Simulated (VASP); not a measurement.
LiBr: single point with PBE

LiBr:

```
CELL_PARAMETERS angstrom
0.00000 2.73957 2.73957
2.73957 0.00000 2.73957
2.73957 2.73957 0.00000
ATOMIC_POSITIONS crystal
Li 0.00000 0.00000 0.00000
Br 0.50000 0.50000 0.50000
```

| Property | Result |
| --- | --- |
| Program | VASP 6.6.1 |
| Task | single point |
| Functional | PBE |
| Potentials or basis | VASP PAW PBE potentials, release 64 (Li_sv, Br) |
| Cutoff | 750 eV |
| k mesh | 4 × 4 × 4 |
| Occupations | gaussian, width 0.01 eV |
| Spin | no spin polarisation |

```yaml
Pressure: 0.6 GPa
Band_gap_on_the_k_mesh: 4.99 eV
```

Levels at points of the mesh, in eV from the valence-band top:
| k point | band 2 | band 3 | band 4 | band 5 | band 6 | band 7 | band 8 | band 9 |
| --- | --- | --- | --- | --- | --- | --- | --- | --- |
| (0.00, 0.00, 0.00) | -13.47 | 0.00 | 0.00 | 0.00 | 4.99 | 10.51 | 10.51 | 10.51 |
| (0.50, 0.00, 0.00) | -12.99 | -2.93 | -0.27 | -0.27 | 5.63 | 8.10 | 8.10 | 11.87 |
| (0.50, 0.50, 0.00) | -12.79 | -2.94 | -1.16 | -1.16 | 6.26 | 7.09 | 11.72 | 12.51 |

Run time: 8.9 s on 1 thread of Intel Xeon 8259CL (shared host), peak memory 0.2 GiB.

Caveat: the k points lie up to 0.50 Å⁻¹ apart.
